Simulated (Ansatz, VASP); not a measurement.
**Two plane-wave programs on PbO**

```
Pb O
1.0
     4.06391   -0.00009   -0.00272
    -0.00019    8.09688   -0.00367
    -0.00375   -0.00253    5.61374
Pb O
4 4
Direct
  0.48474 0.99432 0.19421
  0.98384 0.24406 0.77016
  0.48476 0.49438 0.19415
  0.98390 0.74412 0.77002
  0.98434 0.99418 0.98297
  0.48422 0.24413 0.98152
  0.98435 0.49431 0.98281
  0.48428 0.74425 0.98126
```

Change from the starting cell: atoms moved at random (sigma 0.15 Å), then relaxed.

Alike in both runs: functional PBE; k mesh 6 × 3 × 5; occupations gaussian, width 0.05 eV; no spin polarisation.

Ansatz relaxed the structure, and its values are those at the end. VASP's run is a single point on that final structure, the one shown.

|  | VASP | Ansatz |
| --- | --- | --- |
| version | VASP 6.6.1 | Ansatz 0.2.0 |
| potentials or method | VASP PAW PBE potentials, release 64 (Pb_d, O), cutoff 520 eV | scalar-relativistic, plane waves, PAW |
| valence electrons in the cell | 80 | 80 |

```csv
,VASP,Ansatz,Ansatz less VASP
gap on the k mesh at the Fermi level (eV),1.81,1.82,+0.009
least direct gap on the mesh (eV),1.89,1.91,+0.012
pressure (GPa),0.1,0.0,-0.05
rms of the force components (eV/Å),0.015,0.002,-0.0124
```

Spin-orbit coupling is off throughout.
